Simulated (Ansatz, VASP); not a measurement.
**SnSe in VASP and in Ansatz**

File INCAR:

```
ALGO = Normal ; EDIFF = 1E-6
ENCUT = 520 ; GGA = PE
ISIF = 2 ; ISMEAR = 0
LASPH = T ; LCHARG = F
LREAL = F ; LWAVE = F
NBANDS = 28 ; NELM = 80
PREC = Accurate ; SIGMA = 0.02
```

KPOINTS

```
k-points
0
Gamma
  8 8 6
```

The input POSCAR:

```
SnSe
1.0
    2.0420469250     -5.8770969750     -0.1041501250
    2.1439974750      5.9146370750      0.0490683250
   -0.0551840400      0.0565226200      4.2470552600
Sn Se
2 2
Direct
    0.8968267324      0.1408762839      0.2444557666
    0.1031711972      0.8680306590      0.7497174618
    0.6450391914      0.3530118527      0.2543006021
    0.3549660535      0.6380826704      0.7515261695
```

Input for Ansatz:

```yaml
crystal:
  lattice:
    - [2.042046925, -5.877096975, -0.104150125]
    - [2.143997475, 5.914637075, 0.049068325]
    - [-0.05518404, 0.05652262, 4.24705526]
  atoms:
    - { symbol: Sn, position: [0.8968267324, 0.1408762839, 0.2444557666] }
    - { symbol: Sn, position: [0.1031711972, 0.868030659, 0.7497174618] }
    - { symbol: Se, position: [0.6450391914, 0.3530118527, 0.2543006021] }
    - { symbol: Se, position: [0.3549660535, 0.6380826704, 0.7515261695] }
basis:
  ecutwfc: 420
kpoints:
  mp_grid: { grid: [8, 8, 6] }
hamiltonian:
  xc: pbe
scf:
  occupations: { method: gaussian, width: 0.02 }
output:
  forces: true
  stress: true
  eigenvalues: true
  populations: true
```

Change from the starting cell: all atoms moved at random, cell strained at random.

Alike in both runs: task single point; functional PBE; k mesh 8 × 8 × 6; occupations gaussian, width 0.02 eV; no spin polarisation.

|  | VASP | Ansatz |
| --- | --- | --- |
| version | VASP 6.6.1 | Ansatz 0.2.0 |
| potentials or method | VASP PAW PBE potentials, release 64 (Sn_d, Se), cutoff 520 eV | scalar-relativistic, plane waves, PAW |
| valence electrons in the cell | 40 | 60 |

|  | VASP | Ansatz | Ansatz less VASP |
| --- | --- | --- | --- |
| gap on the k mesh at the Fermi level (eV) | none | none | - |
| pressure (GPa) | 1.7 | 1.6 | -0.01 |
| traceless stress, the component that is largest in VASP (GPa) | 1.67 | 1.67 | -0.006 |
| rms of the force components (eV/Å) | 0.119 | 0.122 | +0.0032 |

Atom by atom the forces differ by 0.006 eV/Å (rms over components). A gap of «none» marks a metal or a gap that the smearing closes. With one functional, cell and mesh, what is left measures potentials, basis and numerics. VASP's potentials hold 40 valence electrons a cell and Ansatz's 60, so a difference there can come from the potentials and not from the codes.
